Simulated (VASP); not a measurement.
# MnO (F-43m) in VASP: single point with PBE+U

Aim: the single point of MnO with PBE+U.

Program: VASP 6.6.1. These are calculated values, not measurements. Logs are shortened: lines on timing, memory, paths and dates and some standing lists are left out, and cuts for length are marked.

**1. The cell of the first run**

It takes space group F-43m (No. 216, cubic). The conventional cell has a = 4.873 Å, b = 4.873 Å, c = 4.873 Å, α = 90.00°, β = 90.00°, γ = 90.00°. Within 2.8 Å of Mn (site symmetry -43m) lie 4 O at 2.11 Å. O (site symmetry -43m) has 4 Mn at 2.11 Å within 2.8 Å.

**2. Single point, PBE+U, collinear spin, ferromagnetic start**

File INCAR:

```
ALGO = Normal
EDIFF = 1E-7
ENCUT = 520
GGA = PE
ISIF = 2
ISMEAR = 0
ISPIN = 2
LASPH = True
LCHARG = False
LDAU = True
LDAUJ = 0 0
LDAUL = 2 -1
LDAUPRINT = 1
LDAUTYPE = 2
LDAUU = 3 0
LMAXMIX = 4
LORBIT = 11
LREAL = False
LWAVE = False
MAGMOM = 5 0
NBANDS = 20
NELM = 150
PREC = Accurate
SIGMA = 0.05
```

File KPOINTS:

```
k-points
0
Gamma
  7 7 7
```

File POSCAR:

```
MnO
1.0
    0.0000000000      2.4365134300      2.4365134300
    2.4365134300      0.0000000000      2.4365134300
    2.4365134300      2.4365134300      0.0000000000
Mn O
1 1
Direct
    0.0000000000      0.0000000000      0.0000000000
    0.2500000000      0.2500000000      0.2500000000
```

Potentials or basis: VASP PAW PBE potentials, release 64 (Mn_pv, O).

Command:

```console
$ cat potpaw_PBE.64/Mn_pv/POTCAR potpaw_PBE.64/O/POTCAR > POTCAR
$ mpirun -np 1 vasp_std > vasp.out
```

OUTCAR:

```text
EDIFF = 1E-7
   ENCUT = 520
   GGA = PE
   ISIF = 2
   ISMEAR = 0
   ISPIN = 2
   LASPH = True
   LORBIT = 11
   LREAL = False
   NELM = 150
   PREC = Accurate

 ion  position               nearest neighbor table
   1  0.000  0.000  0.000-   2 2.11   2 2.11   2 2.11   2 2.11
   2  0.250  0.250  0.250-   1 2.11   1 2.11   1 2.11   1 2.11

  LATTYP: Found a face centered cubic cell.
 ALAT       =     4.8730268600

  Lattice vectors:

 A1 = (   0.0000000000,   2.4365134300,   2.4365134300)
 A2 = (   2.4365134300,   0.0000000000,   2.4365134300)
 A3 = (   2.4365134300,   2.4365134300,   0.0000000000)

Analysis of symmetry for initial positions (statically):
=====================================================================
 Subroutine PRICEL returns:
 Original cell was already a primitive cell.

 Routine SETGRP: Setting up the symmetry group for a
 face centered cubic supercell.

 Subroutine GETGRP returns: Found 24 space group operations
 (whereof 24 operations were pure point group operations)
 out of a pool of 48 trial point group operations.

The static configuration has the point symmetry T_d .

Analysis of symmetry for dynamics (positions and initial velocities):
=====================================================================
 Subroutine PRICEL returns:
 Original cell was already a primitive cell.

 Routine SETGRP: Setting up the symmetry group for a
 face centered cubic supercell.

 Subroutine GETGRP returns: Found 24 space group operations
 (whereof 24 operations were pure point group operations)
 out of a pool of 48 trial point group operations.

The dynamic configuration has the point symmetry T_d .

Analysis of structural, dynamic, and magnetic symmetry:
=====================================================================
 Subroutine PRICEL returns:
 Original cell was already a primitive cell.

 Routine SETGRP: Setting up the symmetry group for a
 face centered cubic supercell.

 Subroutine GETGRP returns: Found 24 space group operations
 (whereof 24 operations were pure point group operations)
 out of a pool of 48 trial point group operations.

The overall configuration has the point symmetry T_d .

 Subroutine INISYM returns: Found 24 space group operations
 (whereof 24 operations are pure point group operations),
 and found     1 'primitive' translations

----------------------------------------------------------------------------------------

                                     Primitive cell

  volume of cell :      28.9292

  direct lattice vectors                    reciprocal lattice vectors
     0.000000000  2.436513430  2.436513430    -0.205211264  0.205211264  0.205211264
     2.436513430  0.000000000  2.436513430     0.205211264 -0.205211264  0.205211264
     2.436513430  2.436513430  0.000000000     0.205211264  0.205211264 -0.205211264

  length of vectors
     3.445750338  3.445750338  3.445750338     0.355436335  0.355436335  0.355436335

  position of ions in fractional coordinates (direct lattice)
     0.000000000  0.000000000  0.000000000
     0.250000000  0.250000000  0.250000000

  ion indices of the primitive-cell ions
   primitive index   ion index
                 1           1
                 2           2

----------------------------------------------------------------------------------------

 KPOINTS: k-points

Automatic generation of k-mesh.
 Grid dimensions read from file:
 generate k-points for:    7    7    7

 Generating k-lattice:

  Cartesian coordinates                     Fractional coordinates (reciprocal lattice)
    -0.029315895  0.029315895  0.029315895     0.142857143  0.000000000  0.000000000
     0.029315895 -0.029315895  0.029315895     0.000000000  0.142857143  0.000000000
     0.029315895  0.029315895 -0.029315895     0.000000000  0.000000000  0.142857143

  Length of vectors
     0.050776619  0.050776619  0.050776619

  Shift w.r.t. Gamma in fractional coordinates (k-lattice)
     0.000000000  0.000000000  0.000000000

 Subroutine IBZKPT returns following result:
 ===========================================

 Found     20 irreducible k-points:

 Following reciprocal coordinates:
            Coordinates               Weight
  0.000000  0.000000  0.000000      1.000000
  0.142857  0.000000  0.000000      8.000000
  0.285714  0.000000  0.000000      8.000000
  0.428571  0.000000  0.000000      8.000000
  0.142857  0.142857  0.000000      6.000000
  0.285714  0.142857  0.000000     24.000000
[... 12 lines left out ...]
 -0.428571  0.428571  0.142857     24.000000
 -0.285714  0.428571  0.142857     24.000000
   k-points           NKPTS =     20   k-points in BZ     NKDIM =     20   number of bands    NBANDS=     20
   number of dos      NEDOS =    301   number of ions     NIONS =      2
   total plane-waves  NPLWV =  21952
   dimension x,y,z NGX =    28 NGY =   28 NGZ =   28
   dimension x,y,z NGXF=    56 NGYF=   56 NGZF=   56
   ions per type =               1   1
   NGX,Y,Z   is equivalent  to a cutoff of  13.51, 13.51, 13.51 a.u.
   NGXF,Y,Z  is equivalent  to a cutoff of  27.02, 27.02, 27.02 a.u.
 SYSTEM =  unknown system
   PREC   = accura    normal or accurate (medium, high low for compatibility)
   ISTART =      0    job   : 0-new  1-cont  2-samecut
   ICHARG =      2    charge: 1-file 2-atom 10-const
   ISPIN  =      2    spin polarized calculation?
   LNONCOLLINEAR =      F non collinear calculations
   LSORBIT =      F    spin-orbit coupling
   LASPH  =      T    aspherical Exc in radial PAW
   ENCUT  =  520.0 eV  38.22 Ry    6.18 a.u.   6.41  6.41  6.41*2*pi/ulx,y,z
   NELM   =    150;   NELMIN=  2; NELMDL= -5     # of ELM steps
   EDIFF  = 0.1E-06   stopping-criterion for ELM
   LREAL  =      F    real-space projection
   EDIFFG = 0.1E-05   stopping-criterion for IOM
   NSW    =      0    number of steps for IOM
   IBRION =     -1    ionic relax: 0-MD 1-quasi-New 2-CG
   NFREE  =      0    steps in history (QN), initial steepest desc. (CG)
   ISIF   =      2    stress and relaxation
   ISYM   =      2    0-nonsym 1-usesym 2-fastsym
   POTIM  = 0.5000    time-step for ionic-motion
   TEBEG  =    0.0;   TEEND  =   0.0 temperature during run
   PSTRESS=    0.0 pullay stress
   NELECT =      19.0000    total number of electrons
   NUPDOWN=      -1.0000    fix difference up-down
   EMIN   =  10.00;   EMAX   =-10.00  energy-range for DOS
   EFERMI =   0.00;   METHOD = LEGACY
   ISMEAR =     0;   SIGMA  =   0.05  broadening in eV -4-tet -1-fermi 0-gaus
   EFERMI_NEDOS =   21; number of points for ismear=-14 and -15
   IALGO  =     38    algorithm
   IMIX   =      4    mixing-type and parameters
     AMIX     =   0.40;   BMIX     =  1.00
     AMIX_MAG =   1.60;   BMIX_MAG =  1.00
  volume/ion in A,a.u.               =      14.46        97.61
  Fermi-wavevector in a.u.,A,eV,Ry     =   1.423029  2.689136 27.551972  2.025013
  Thomas-Fermi vector in A             =   2.543670
   LORBIT       =     11    0 simple, 1 ext, 2 COOP (PROOUT), +10 PAW based schemes
 LDA+U is selected, type is set to LDAUTYPE =  2
   angular momentum for each species LDAUL =     2   -1
   U (eV)           for each species LDAUU =   3.0  0.0
   J (eV)           for each species LDAUJ =   0.0  0.0
   GGA     = PE    functional components
   LHFCALC =     F    Hartree Fock is set to
   AEXX    =    0.0000 exact exchange contribution
   IVDW    =     0    specifies the selected vdW correction
   LEPSILON=     F    determine dielectric tensor
   LRPA    =     F    only Hartree local field effects (RPA)
 spin polarized calculation
 Gauss-broadening in eV      SIGMA  =   0.05
  energy-cutoff  :      520.00
  volume of cell :       28.93
 maximum number of plane-waves:       793
 NGX is ok and might be reduce to    28
   NGX = 13   NGY = 13   NGZ = 13

atom =   1  type =  1  l = 2

 onsite density matrix

spin component  1

  0.9442 -0.0000 -0.0000 -0.0000  0.0000
 -0.0000  0.9442  0.0000 -0.0000  0.0000
 -0.0000  0.0000  0.9427 -0.0000 -0.0000
 -0.0000 -0.0000 -0.0000  0.9442 -0.0000
  0.0000  0.0000 -0.0000 -0.0000  0.9427

spin component  2

  0.0595  0.0000  0.0000  0.0000 -0.0000
  0.0000  0.0595 -0.0000  0.0000  0.0000
  0.0000 -0.0000  0.0208  0.0000 -0.0000
  0.0000  0.0000  0.0000  0.0595  0.0000
 -0.0000  0.0000 -0.0000  0.0000  0.0208

 occupancies and eigenvectors

  o =  0.0208  v =  0.0000  0.0000  0.0000  0.0000  0.0000 -0.0000  0.0000  0.9999 -0.0000  0.0152      0.0000  0.0000  0.0000  0.0000  0.0000  0.0000  0.0000  0.0000  0.0000  0.0000
  o =  0.0208  v =  0.0000  0.0000  0.0000  0.0000  0.0000  0.0000 -0.0000 -0.0152 -0.0000  0.9999      0.0000  0.0000  0.0000  0.0000  0.0000  0.0000  0.0000  0.0000  0.0000  0.0000
  o =  0.0595  v =  0.0000  0.0000  0.0000  0.0000  0.0000 -0.0108  0.9999 -0.0000 -0.0068  0.0000      0.0000  0.0000  0.0000  0.0000  0.0000  0.0000  0.0000  0.0000  0.0000  0.0000
  o =  0.0595  v =  0.0000  0.0000  0.0000  0.0000  0.0000 -0.9995 -0.0106 -0.0000  0.0290  0.0000      0.0000  0.0000  0.0000  0.0000  0.0000  0.0000  0.0000  0.0000  0.0000  0.0000
  o =  0.0595  v =  0.0000  0.0000  0.0000  0.0000  0.0000 -0.0289 -0.0071 -0.0000 -0.9996 -0.0000      0.0000  0.0000  0.0000  0.0000  0.0000  0.0000  0.0000  0.0000  0.0000  0.0000
  o =  0.9427  v =  0.0000 -0.0000 -0.8939  0.0000 -0.4482  0.0000  0.0000  0.0000  0.0000  0.0000      0.0000  0.0000  0.0000  0.0000  0.0000  0.0000  0.0000  0.0000  0.0000  0.0000
  o =  0.9427  v =  0.0000 -0.0000 -0.4482 -0.0000  0.8939  0.0000  0.0000  0.0000  0.0000  0.0000      0.0000  0.0000  0.0000  0.0000  0.0000  0.0000  0.0000  0.0000  0.0000  0.0000
  o =  0.9442  v =  0.0000  0.2505 -0.0000  0.9681  0.0000  0.0000  0.0000  0.0000  0.0000  0.0000      0.0000  0.0000  0.0000  0.0000  0.0000  0.0000  0.0000  0.0000  0.0000  0.0000
  o =  0.9442  v =  0.0000 -0.9681  0.0000  0.2505  0.0000  0.0000  0.0000  0.0000  0.0000  0.0000      0.0000  0.0000  0.0000  0.0000  0.0000  0.0000  0.0000  0.0000  0.0000  0.0000
  o =  0.9442  v =  1.0000  0.0000  0.0000  0.0000  0.0000  0.0000  0.0000  0.0000  0.0000  0.0000      0.0000  0.0000  0.0000  0.0000  0.0000  0.0000  0.0000  0.0000  0.0000  0.0000

 number of electron      19.0000008 magnetization       5.0000017

 Free energy of the ion-electron system (eV)
  ---------------------------------------------------
  ext. energy  EPLUGINS =         0.00000000
  ---------------------------------------------------
  free energy    TOTEN  =       -15.59961358 eV

  energy without entropy =      -15.59950078  energy(sigma->0) =      -15.59955718

 E-fermi :   4.2709     XC(G=0): -10.1102

 val. band max:        4.2556776031   @ k =   0.0000   0.0000   0.0000
 cond. band min:       4.7894542831   @ k =   0.0000   0.0000   0.0000
 fundamental gap:      0.5337766801
 Fermi energy:         4.2709366024

 spin component 1

 k-point     1 :       0.0000    0.0000    0.0000
  band No.  band energies     occupation
      1     -45.5622      1.00000
      2     -45.5622      1.00000
      3     -45.5622      1.00000
      4     -14.1867      1.00000
      5      -1.3429      1.00000
      6      -1.3429      1.00000
[... 12 lines left out ...]
     19      21.3308      0.00000
     20      21.7038      0.00000
[... 415 lines left out ...]
 k-point    20 :      -0.2857    0.4286    0.1429
  band No.  band energies     occupation
      1     -45.5791      1.00000
      2     -45.5754      1.00000
      3     -45.5695      1.00000
      4     -13.6991      1.00000
      5      -1.4245      1.00000
      6      -0.6807      1.00000
[... 12 lines left out ...]
     19      24.8149      0.00000
     20      25.6264      0.00000
 Fermi energy:         4.2709366024

 spin component 2

 k-point     1 :       0.0000    0.0000    0.0000
  band No.  band energies     occupation
      1     -40.6662      1.00000
      2     -40.6662      1.00000
      3     -40.6662      1.00000
      4     -13.9004      1.00000
      5       0.8063      1.00000
      6       0.8063      1.00000
[... 12 lines left out ...]
     19      23.2548      0.00000
     20      23.2548      0.00000
[... 415 lines left out ...]
 k-point    20 :      -0.2857    0.4286    0.1429
  band No.  band energies     occupation
      1     -40.6901      1.00000
      2     -40.6837      1.00000
      3     -40.6760      1.00000
      4     -13.3751      1.00000
      5      -0.0962      1.00000
      6       0.1772      1.00000
[... 12 lines left out ...]
     19      25.9582      0.00000
     20      26.6199      0.00000

------------------------ aborting loop because EDIFF is reached ----------------------------------------

  FORCE on cell =-STRESS in cart. coord.  units (eV):
  Direction    XX          YY          ZZ          XY          YZ          ZX
  --------------------------------------------------------------------------------------
  -------------------------------------------------------------------------------------
  Total       -0.3003393     -0.3003393     -0.3003393      0.0000000      0.0000000      0.0000000
  in kB      -16.6336028    -16.6336028    -16.6336028      0.0000000      0.0000000      0.0000000
  external PRESSURE =     -16.6336028 kB  Pullay stress =       0.0000000 kB

 VOLUME and BASIS-vectors are now :
 -----------------------------------------------------------------------------
  energy-cutoff  :      520.00
  volume of cell :       28.93
      direct lattice vectors                 reciprocal lattice vectors
     0.000000000  2.436513430  2.436513430    -0.205211264  0.205211264  0.205211264
     2.436513430  0.000000000  2.436513430     0.205211264 -0.205211264  0.205211264
     2.436513430  2.436513430  0.000000000     0.205211264  0.205211264 -0.205211264

 POSITION                                       TOTAL-FORCE (eV/Angst)
 -----------------------------------------------------------------------------------
      0.00000      0.00000      0.00000        -0.000000      0.000000     -0.000000
      1.21826      1.21826      1.21826         0.000000     -0.000000      0.000000
 -----------------------------------------------------------------------------------
    total drift:                               -0.000000     -0.000000     -0.000000

  FREE ENERGIE OF THE ION-ELECTRON SYSTEM (eV)
  ---------------------------------------------------
  free  energy   TOTEN  =       -15.5996135794 eV

  energy  without entropy=      -15.5995007831  energy(sigma->0) =      -15.59955718

 total charge

# of ion       s       p       d       tot
------------------------------------------
    1        0.226   6.196   4.919  11.340
    2        1.551   3.438   0.000   4.990
--------------------------------------------------
tot          1.777   9.634   4.919  16.330

 magnetization (x)

# of ion       s       p       d       tot
------------------------------------------
    1        0.036   0.049   4.489   4.574
    2        0.014   0.097   0.000   0.110
--------------------------------------------------
tot          0.050   0.146   4.489   4.685
```

It took 58 s on 1 thread of Intel Xeon 6975P-C, shared host; peak memory 0.18 GiB.

What came out:

```
Free energy                                           : -15.5996 eV
Pressure                                              : -1.7 GPa
Band gap on the k mesh                                : zero (filled and empty bands touch)
Net moment                                            : 5.00 μB per cell
Site moments                                          : Mn +4.57; O +0.11 μB
Valence electrons inside the program's atomic spheres : Mn 11.34; O 4.99
```

Levels at points of the mesh, in eV from the Fermi level:
Spin up:
```csv
k point,band 10,band 11,band 12,band 13,band 14,band 15
"(0.00, 0.00, 0.00)",-0.75,-0.02,-0.02,-0.02,12.32,12.32
```
Spin down:
| k point | band 3 | band 4 | band 5 | band 6 | band 7 | band 8 | band 9 | band 10 | band 11 | band 12 |
| --- | --- | --- | --- | --- | --- | --- | --- | --- | --- | --- |
| (0.00, 0.00, 0.00) | -44.94 | -18.17 | -3.46 | -3.46 | -3.46 | 0.52 | 3.60 | 3.60 | 5.06 | 5.06 |

Eigenvalues of the final occupation matrices:
| site | spin | trace | eigenvalues |
| --- | --- | --- | --- |
| site 1 d | 1 | 4.72 | 0.94 0.94 0.94 0.94 0.94 |
| site 1 d | 2 | 0.22 | 0.02 0.02 0.06 0.06 0.06 |

Caveat: a cell with one magnetic atom can't hold antiferromagnetic order, which such compounds often take.
